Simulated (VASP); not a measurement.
# LiNbO3 (P6/mmm) in VASP: a series of runs

The runs below take LiNbO3 through single point, relaxation of cell and atoms, with PBE.

Everything below comes from runs of VASP 6.6.1. Logs are shortened: lines on timing, memory, paths and dates and some standing lists are left out, and cuts for length are marked.

## (1) The cell of the first run

The structure is hexagonal, space group P6/mmm (No. 191). Conventional cell: a = 3.331 Å, b = 3.331 Å, c = 5.872 Å, α = 90.00°, β = 90.00°, γ = 120.00°. Li (site symmetry 6/mmm) has 2 Nb at 2.94 Å and 6 Li at 3.33 Å and 12 O at 3.38 Å within 3.9 Å. Within 2.2 Å of Nb (site symmetry 6/mmm) lie 6 O at 1.67 Å. O (site symmetry mmm) has 2 Nb at 1.67 Å and 4 O at 1.67 Å within 2.2 Å.

## (2) Single point, PBE, collinear spin, zero start

Contents of INCAR:

```
PREC = Accurate
ENCUT = 520
EDIFF = 1E-7
ISMEAR = 0
SIGMA = 0.1
LREAL = F
LASPH = T
NELM = 150
ALGO = Normal
ISIF = 2
LWAVE = F
LCHARG = F
ISPIN = 2
MAGMOM = 0 0 0 0 0
LORBIT = 11
LMAXMIX = 4
GGA = PE
NBANDS = 29
```

Contents of KPOINTS:

```
regular mesh
0
Gamma
  6 6 4
```

Contents of POSCAR:

```
LiNbO3
1.0
    3.3312207500      0.0000000000      0.0000000000
   -1.6656103800      2.8849218000      0.0000000000
    0.0000000000      0.0000000000      5.8716889900
Li Nb O
1 1 3
Direct
    0.0000000000      0.0000000000      0.0000000000
    0.0000000000      0.0000000000      0.5000000000
    0.5000000000      0.0000000000      0.5000000000
    0.0000000000      0.5000000000      0.5000000000
    0.5000000000      0.5000000000      0.5000000000
```

Potentials or basis: VASP PAW PBE potentials, release 64 (Li_sv, Nb_sv, O).

Launch:

```console
> cat potpaw_PBE.64/Li_sv/POTCAR potpaw_PBE.64/Nb_sv/POTCAR potpaw_PBE.64/O/POTCAR > POTCAR
> mpirun -np 1 vasp_std > vasp.out
```

OUTCAR:

```text
PREC = Accurate
   ENCUT = 520
   EDIFF = 1E-7
   ISMEAR = 0
   LREAL = F
   LASPH = T
   NELM = 150
   ISIF = 2
   ISPIN = 2
   LORBIT = 11
   GGA = PE

 ion  position               nearest neighbor table
   1  0.000  0.000  0.000-
   2  0.000  0.000  0.500-   3 1.67   3 1.67   5 1.67   5 1.67   4 1.67   4 1.67
   3  0.500  0.000  0.500-   2 1.67   2 1.67   4 1.67   4 1.67   5 1.67   5 1.67
   4  0.000  0.500  0.500-   5 1.67   5 1.67   3 1.67   3 1.67   2 1.67   2 1.67
   5  0.500  0.500  0.500-   4 1.67   4 1.67   2 1.67   2 1.67   3 1.67   3 1.67

  LATTYP: Found a hexagonal cell.
 ALAT       =     3.3312207500
 C/A-ratio  =     1.7626238039

  Lattice vectors:

 A1 = (   3.3312207500,   0.0000000000,   0.0000000000)
 A2 = (  -1.6656103800,   2.8849218000,   0.0000000000)
 A3 = (   0.0000000000,   0.0000000000,   5.8716889900)

Analysis of symmetry for initial positions (statically):
=====================================================================
 Subroutine PRICEL returns:
 Original cell was already a primitive cell.

 Routine SETGRP: Setting up the symmetry group for a
 hexagonal supercell.

 Subroutine GETGRP returns: Found 24 space group operations
 (whereof 24 operations were pure point group operations)
 out of a pool of 24 trial point group operations.

The static configuration has the point symmetry D_6h.

Analysis of symmetry for dynamics (positions and initial velocities):
=====================================================================
 Subroutine PRICEL returns:
 Original cell was already a primitive cell.

 Routine SETGRP: Setting up the symmetry group for a
 hexagonal supercell.

 Subroutine GETGRP returns: Found 24 space group operations
 (whereof 24 operations were pure point group operations)
 out of a pool of 24 trial point group operations.

The dynamic configuration has the point symmetry D_6h.

Analysis of structural, dynamic, and magnetic symmetry:
=====================================================================
 Subroutine PRICEL returns:
 Original cell was already a primitive cell.

 Routine SETGRP: Setting up the symmetry group for a
 hexagonal supercell.

 Subroutine GETGRP returns: Found 24 space group operations
 (whereof 24 operations were pure point group operations)
 out of a pool of 24 trial point group operations.

The overall configuration has the point symmetry D_6h.

 Subroutine INISYM returns: Found 24 space group operations
 (whereof 24 operations are pure point group operations),
 and found     1 'primitive' translations

----------------------------------------------------------------------------------------

                                     Primitive cell

  volume of cell :      56.4288

  direct lattice vectors                    reciprocal lattice vectors
     3.331220750  0.000000000  0.000000000     0.300190253  0.173314924  0.000000000
    -1.665610380  2.884921800  0.000000000     0.000000000  0.346629846  0.000000000
     0.000000000  0.000000000  5.871688990     0.000000000  0.000000000  0.170308748

  length of vectors
     3.331220750  3.331220757  5.871688990     0.346629847  0.346629846  0.170308748

  position of ions in fractional coordinates (direct lattice)
     0.000000000  0.000000000  0.000000000
     0.000000000  0.000000000  0.500000000
     0.500000000  0.000000000  0.500000000
     0.000000000  0.500000000  0.500000000
     0.500000000  0.500000000  0.500000000

  ion indices of the primitive-cell ions
   primitive index   ion index
                 1           1
                 2           2
                 3           3
                 4           4
                 5           5

----------------------------------------------------------------------------------------

 KPOINTS: regular mesh

Automatic generation of k-mesh.
 Grid dimensions read from file:
 generate k-points for:    6    6    4

 Generating k-lattice:

  Cartesian coordinates                     Fractional coordinates (reciprocal lattice)
[... 47 lines left out ...]
 spin polarized calculation
 Gauss-broadening in eV      SIGMA  =   0.10
  energy-cutoff  :      520.00
  volume of cell :       56.43
 maximum number of plane-waves:      1534
 NGX is ok and might be reduce to    28
   NGX = 13   NGY = 13   NGZ = 21

 number of electron      33.9999992 magnetization       0.0015021

 number of electron      33.9999991 magnetization      -0.0000077

 Free energy of the ion-electron system (eV)
  ---------------------------------------------------
  ext. energy  EPLUGINS =         0.00000000
  ---------------------------------------------------
  free energy    TOTEN  =       -10.55767566 eV

  energy without entropy =      -10.54638122  energy(sigma->0) =      -10.55202844

 E-fermi :   6.8844     XC(G=0): -10.0474

 val. band max:        6.8209694718   @ k =   0.1667   0.0000   0.2500
 cond. band min:       6.8991031960   @ k =   0.1667   0.1667   0.2500
 fundamental gap:      0.0781337242
 Fermi energy:         6.8843954501

 spin component 1

 k-point     1 :       0.0000    0.0000    0.0000
  band No.  band energies     occupation
      1     -49.4473      1.00000
      2     -39.9107      1.00000
      3     -27.6408      1.00000
      4     -27.6408      1.00000
      5     -24.9076      1.00000
      6     -21.2275      1.00000
[... 639 lines left out ...]
      6     -15.3352      1.00000
[... 21 lines left out ...]
     28      21.1831      0.00000
     29      21.1838      0.00000
 Fermi energy:         6.8843954501

 spin component 2

 k-point     1 :       0.0000    0.0000    0.0000
  band No.  band energies     occupation
      1     -49.4474      1.00000
      2     -39.9107      1.00000
      3     -27.6408      1.00000
      4     -27.6408      1.00000
      5     -24.9076      1.00000
      6     -21.2275      1.00000
[... 661 lines left out ...]
     28      21.1831      0.00000
     29      21.1840      0.00000

------------------------ aborting loop because EDIFF is reached ----------------------------------------

  FORCE on cell =-STRESS in cart. coord.  units (eV):
  Direction    XX          YY          ZZ          XY          YZ          ZX
  --------------------------------------------------------------------------------------
  -------------------------------------------------------------------------------------
  Total      105.5412273    105.5412277      1.7556180     -0.0000002      0.0000000     -0.0000000
  in kB     2996.6237708   2996.6237810     49.8471235     -0.0000052      0.0000000     -0.0000000
  external PRESSURE =    2014.3648918 kB  Pullay stress =       0.0000000 kB

 VOLUME and BASIS-vectors are now :
 -----------------------------------------------------------------------------
  energy-cutoff  :      520.00
  volume of cell :       56.43
      direct lattice vectors                 reciprocal lattice vectors
     3.331220750  0.000000000  0.000000000     0.300190253  0.173314924  0.000000000
    -1.665610380  2.884921800  0.000000000     0.000000000  0.346629846  0.000000000
     0.000000000  0.000000000  5.871688990     0.000000000  0.000000000  0.170308748

 POSITION                                       TOTAL-FORCE (eV/Angst)
 -----------------------------------------------------------------------------------
      0.00000      0.00000      0.00000         0.000000      0.000000      0.000000
      0.00000      0.00000      2.93584         0.000000      0.000000      0.000000
      1.66561      0.00000      2.93584         0.000000      0.000000      0.000000
     -0.83281      1.44246      2.93584        -0.000000      0.000000      0.000000
      0.83281      1.44246      2.93584         0.000000      0.000000      0.000000
 -----------------------------------------------------------------------------------
    total drift:                                0.000000     -0.000000      0.000000

  FREE ENERGIE OF THE ION-ELECTRON SYSTEM (eV)
  ---------------------------------------------------
  free  energy   TOTEN  =       -10.5576756595 eV

  energy  without entropy=      -10.5463812178  energy(sigma->0) =      -10.55202844

 total charge

# of ion       s       p       d       tot
------------------------------------------
    1        2.039   0.039   0.000   2.078
    2        2.382   6.467   3.531  12.380
    3        1.705   3.659   0.000   5.363
    4        1.705   3.659   0.000   5.363
    5        1.705   3.659   0.000   5.363
--------------------------------------------------
tot          9.535  17.482   3.531  30.548

 magnetization (x)

# of ion       s       p       d       tot
------------------------------------------
    1       -0.000  -0.000   0.000  -0.000
    2        0.000   0.000   0.000   0.000
    3       -0.000  -0.000   0.000  -0.000
    4       -0.000  -0.000   0.000  -0.000
    5       -0.000  -0.000   0.000  -0.000
--------------------------------------------------
tot          0.000  -0.000   0.000   0.000
```

Wall time 46 s (1 thread of Intel Xeon 6975P-C (Granite Rapids), shared host); peak memory 0.24 GiB.

Results:

```
Free energy                                           : -10.5577 eV
Band gap on the k mesh                                : zero (filled and empty bands overlap)
Net moment                                            : 0.00 μB per cell
Valence electrons inside the program's atomic spheres : Li 2.08; Nb 12.38; O 5.36
```

Caveat: the k points lie up to 0.36 Å⁻¹ apart; the cutoff is under 1.25 times the usual one of these potentials, so pressure, stress and relaxed cells hold a basis-set (Pulay) error.

## (3) Relaxation of cell and atoms, PBE

Contents of INCAR:

```
ALGO     = Normal         # electronic algorithm
EDIFF    = 1E-6           # SCF threshold, eV
EDIFFG   = -0.04          # ionic threshold
ENCUT    = 600            # plane-wave cutoff, eV
GGA      = PE             # functional
IBRION   = 2              # ionic algorithm
ISIF     = 3              # what is computed and relaxed
ISMEAR   = 0              # smearing method
LASPH    = T              # aspherical terms in the spheres
LCHARG   = F              # write CHGCAR
LREAL    = F              # projectors in reciprocal space
LWAVE    = F              # write WAVECAR
NELM     = 60             # most SCF steps
NSW      = 90             # ionic steps
PREC     = Accurate       # precision mode
SIGMA    = 0.1            # smearing width, eV
```

Contents of KPOINTS:

```
k-points
0
Gamma
  6 6 4
```

POSCAR is that of step 2.

Potentials or basis: VASP PAW PBE potentials, release 64 (Li_sv, Nb_sv, O).

Launch:

```console
> cat potpaw_PBE.64/Li_sv/POTCAR potpaw_PBE.64/Nb_sv/POTCAR potpaw_PBE.64/O/POTCAR > POTCAR
> mpirun -np 1 vasp_std > vasp.out
```

Run time: 2.8 min. Hardware: 1 thread of Intel Xeon 6975P-C (Granite Rapids), shared host; peak memory 0.2 GiB.

It converged, with:

```yaml
Free_energy: -29.8051 eV
Relaxed_volume: 16.74 Å³/atom
Relaxed_cell: a = 4.157 Å, b = 4.157 Å, c = 5.591 Å, α = 90.00°, β = 90.00°, γ = 120.00°
Space_group_after_relaxing_to_0.05_Å: P6/mmm (No. 191)
Energy_gained_by_relaxing: 3845.9 meV/atom
Ionic_steps: 12
Pressure_after_relaxing: 0.0 GPa
Band_gap_on_the_k_mesh: zero (band 17 reaches 3.51 eV, above the bottom of band 18 at 2.79 eV)
```

Stress tensor (GPa, compression positive):
```
-0.01  0.00  0.00
 0.00 -0.01  0.00
 0.00  0.00  0.10
```

The path:
```csv
step,energy change (eV),largest force (eV/Å),pressure (GPa),volume (Å³)
1,0.0000,0.0000,201.23,56.43
2,29.1523,0.0000,-54.69,233.48
3,-15.3390,0.0000,-26.80,114.69
4,-18.0817,0.0000,-17.75,100.94
5,-19.1521,0.0000,2.82,86.14
6,-19.1841,0.0000,-1.59,88.43
7,-19.1838,0.0000,-0.28,87.72
8,-19.2033,0.0000,-0.03,86.60
9,-19.2264,0.0000,0.48,84.34
10,-19.2285,0.0000,0.73,83.34
11,-19.2231,0.0000,-1.64,84.53
12,-19.2296,0.0000,0.03,83.68
```

Final structure:
```xyz
5
Lattice="4.1572 0.0000 0.0000 -2.0786 3.6002 0.0000 0.0000 0.0000 5.5911" Properties=species:S:1:pos:R:3 pbc="T T T"
Li    0.0000    0.0000    0.0000
Nb    0.0000    0.0000    2.7956
O     2.0786    0.0000    2.7956
O    -1.0393    1.8001    2.7956
O     1.0393    1.8001    2.7956
```

Levels at points of the mesh, in eV from the Fermi level:
```csv
k point,band 15,band 16,band 17,band 18,band 19,band 20
"(0.00, 0.00, 0.00)",-2.17,-1.70,-0.02,-0.02,0.90,0.90
"(0.50, 0.00, 0.00)",-3.35,-2.93,-1.08,0.37,1.30,1.58
"(0.00, 0.00, 0.50)",-1.70,-1.44,-0.11,-0.11,0.47,0.90
"(0.50, 0.00, 0.50)",-3.39,-2.93,-0.96,0.37,1.21,1.97
```

Caveat: the k points lie up to 0.29 Å⁻¹ apart in the final cell; the cutoff is under 1.25 times the usual one of these potentials, so pressure, stress and relaxed cells hold a basis-set (Pulay) error; the volume moved by over 15 % at a fixed basis, so the end points are rough.

## (4) Single point, PBE

This run uses another cell than the first one, of 17.18 Å³/atom, 1.522 times its volume.

Contents of INCAR:

```
SYSTEM = LiNbO3
PREC = Accurate
ENCUT = 520
EDIFF = 1E-6
ISMEAR = 0
SIGMA = 0.1
LREAL = .False.
LASPH = .True.
NELM = 100
ALGO = Normal
ISIF = 2
LWAVE = .False.
LCHARG = .False.
GGA = PE
NBANDS = 25
```

Contents of KPOINTS:

```
regular mesh
0
Gamma
  12 12 8
  0 0 0
```

POSCAR, as its differences from that of step 3:

```diff
@@ -2,5 +2,5 @@
 1.0
-    3.3312207500      0.0000000000      0.0000000000
-   -1.6656103800      2.8849218000      0.0000000000
-    0.0000000000      0.0000000000      5.8716889900
+    4.1951443869      0.0000000000      0.0000000000
+   -2.0975721935      3.6331016116      0.0000000000
+    0.0000000000      0.0000000000      5.6343778562
 Li Nb O
```

Launch:

```console
> cat potpaw_PBE.64/Li_sv/POTCAR potpaw_PBE.64/Nb_sv/POTCAR potpaw_PBE.64/O/POTCAR > POTCAR
> mpirun -np 1 vasp_std > vasp.out
```

It took 89 s on 1 thread of Intel Xeon 6975P-C (Granite Rapids), shared host; peak memory 0.32 GiB.

Results (log left out):

```yaml
Free_energy: -30.0206 eV
Band_gap_on_the_k_mesh: zero (band 17 reaches 3.30 eV, above the bottom of band 18 at 2.64 eV)
```

Levels at points of the mesh, in eV from the Fermi level:
```
           k point  band 14  band 15  band 16  band 17  band 18  band 19  band 20  band 21
(0.00, 0.00, 0.00)    -2.41    -2.07    -1.56     0.01     0.01     0.96     0.96     2.31
(0.50, 0.00, 0.00)    -3.65    -3.16    -2.74    -1.06     0.44     1.28     1.72     2.31
(0.00, 0.00, 0.50)    -2.42    -1.56    -1.36    -0.08    -0.08     0.55     0.96     0.96
(0.50, 0.00, 0.50)    -3.67    -3.20    -2.74    -0.91     0.44     1.21     1.99     2.25
```

Caveat: the cutoff is under 1.25 times the usual one of these potentials, so pressure, stress and relaxed cells hold a basis-set (Pulay) error.

## (5) Relaxation of cell and atoms, PBE

This run uses another cell than the first one, of 17.14 Å³/atom, 1.519 times its volume.

Contents of INCAR:

```
ALGO = Normal
EDIFF = 1E-7
EDIFFG = -0.01
ENCUT = 600
GGA = PE
IBRION = 2
ISIF = 3
ISMEAR = 0
LASPH = True
LCHARG = False
LREAL = False
LWAVE = False
NELM = 80
NSW = 100
PREC = Accurate
SIGMA = 0.1
```

Contents of KPOINTS:

```
k-points
0
Gamma
  12 12 8
```

POSCAR, as its differences from that of step 4:

```diff
@@ -2,5 +2,5 @@
 1.0
-    4.1951443869      0.0000000000      0.0000000000
-   -2.0975721935      3.6331016116      0.0000000000
-    0.0000000000      0.0000000000      5.6343778562
+    4.1933262653      0.0000000000      0.0000000000
+   -2.0966631327      3.6315270721      0.0000000000
+    0.0000000000      0.0000000000      5.6292932235
 Li Nb O
```

Launch:

```console
> cat potpaw_PBE.64/Li_sv/POTCAR potpaw_PBE.64/Nb_sv/POTCAR potpaw_PBE.64/O/POTCAR > POTCAR
> mpirun -np 1 vasp_std > vasp.out
```

Run time: 5 min. Hardware: 1 thread of Intel Xeon 6975P-C (Granite Rapids), shared host; peak memory 0.38 GiB.

The run converged. Its results:

| Property | Result |
| --- | --- |
| Free energy | -30.0255 eV |
| Relaxed volume | 17.10 Å³/atom |
| Relaxed cell | a = 4.192 Å, b = 4.192 Å, c = 5.619 Å, α = 90.00°, β = 90.00°, γ = 120.00° |
| Space group after relaxing (to 0.05 Å) | P6/mmm (No. 191) |
| Energy gained by relaxing | 0.0 meV/atom |
| Ionic steps | 4 |
| Pressure after relaxing | 0.0 GPa |
| Band gap on the k mesh | zero (band 17 reaches 3.33 eV, above the bottom of band 18 at 2.67 eV) |

Stress tensor (GPa, compression positive):
```
 0.04  0.00  0.00
 0.00  0.04  0.00
 0.00  0.00 -0.06
```

Step by step:
```
step  energy change (eV)  largest force (eV/Å)  pressure (GPa)  volume (Å³)
   1              0.0000                0.0000           -0.14        85.72
   2             -0.0001                0.0000            0.06        85.54
   3             -0.0001                0.0000            0.02        85.58
   4             -0.0001                0.0000            0.01        85.51
```

Final structure:
```
CELL_PARAMETERS angstrom
4.19171 0.00000 0.00000
-2.09585 3.63012 0.00000
0.00000 0.00000 5.61945
ATOMIC_POSITIONS crystal
Li 0.00000 0.00000 0.00000
Nb 0.00000 0.00000 0.50000
O 0.50000 0.00000 0.50000
O 0.00000 0.50000 0.50000
O 0.50000 0.50000 0.50000
```

Levels at points of the mesh, in eV from the Fermi level:
```csv
k point,band 15,band 16,band 17,band 18,band 19,band 20
"(0.00, 0.00, 0.00)",-2.07,-1.57,0.01,0.01,0.97,0.97
"(0.50, 0.00, 0.00)",-3.17,-2.75,-1.06,0.44,1.29,1.72
"(0.00, 0.00, 0.50)",-1.57,-1.36,-0.08,-0.08,0.56,0.97
"(0.50, 0.00, 0.50)",-3.21,-2.75,-0.92,0.44,1.21,2.00
```

Caveat: the cutoff is under 1.25 times the usual one of these potentials, so pressure, stress and relaxed cells hold a basis-set (Pulay) error.

## (6) Summary

| task | spin | cell | k mesh | cutoff (eV) | gap on the mesh (eV) | pressure (GPa) | relaxed volume (Å³/atom) |
| --- | --- | --- | --- | --- | --- | --- | --- |
| single point | collinear, zero start | a = 3.331, b = 3.331, c = 5.872 Å, angles 90.0, 90.0, 120.0°, 5 atoms | 6 × 6 × 4 | 520 | none | - | - |
| relaxation of cell and atoms | off | relaxed from a = 3.331, b = 3.331, c = 5.872 Å, angles 90.0, 90.0, 120.0°, 5 atoms | 6 × 6 × 4 | 600 | none | 0.0 | 16.74 |
| single point | off | a = 4.195, b = 4.195, c = 5.634 Å, angles 90.0, 90.0, 120.0°, 5 atoms | 12 × 12 × 8 | 520 | none | - | - |
| relaxation of cell and atoms | off | relaxed from a = 4.193, b = 4.193, c = 5.629 Å, angles 90.0, 90.0, 120.0°, 5 atoms | 12 × 12 × 8 | 600 | none | 0.0 | 17.10 |

Alike in all rows: level PBE; potentials or basis VASP PAW PBE potentials, release 64 (Li_sv, Nb_sv, O); smearing gaussian 0.1 eV.

Caveats: some runs use coarse meshes; the cutoff is under 1.25 times the usual one of these potentials, so pressure, stress and relaxed cells hold a basis-set (Pulay) error; the volume moved by over 15 % at a fixed basis, so the end points are rough (some runs).

Total energies depend on the potentials used, so only differences within one code and one set of settings carry meaning.
